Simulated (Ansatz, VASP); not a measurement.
# GaN in VASP and in Ansatz

```
CELL_PARAMETERS angstrom
3.15181 0.00000 0.00000
-1.57591 2.72955 0.00000
0.00000 0.00000 5.13840
ATOMIC_POSITIONS crystal
Ga 0.33333 0.66667 0.99930
Ga 0.66667 0.33333 0.49930
N 0.33333 0.66667 0.37570
N 0.66667 0.33333 0.87570
```

Alike in both runs: task single point; functional LDA; k mesh 8 × 8 × 4; non-collinear spin, spin-orbit coupling.

|  | VASP | Ansatz |
| --- | --- | --- |
| version | VASP 6.6.1 | Ansatz 0.2.0 |
| potentials or method | VASP PAW LDA potentials, release 64 (Ga_d, N) | PAW with Ansatz's default frozen-core files, fully relativistic files with spin-orbit coupling |
| plane-wave cutoff (eV) | 520 | 420 |
| occupations | gaussian, width 0.01 eV | fixed |
| valence electrons in the cell | 36 | 36 |

|  | VASP | Ansatz | Ansatz less VASP |
| --- | --- | --- | --- |
| pressure (GPa) | 1.3 | 0.0 | -1.33 |
| net moment per atom (μB) | 0.00 | 0.00 | 0.000 |

LDA's correlation is that of Perdew and Zunger in VASP and of Perdew and Wang (1992) in Ansatz.
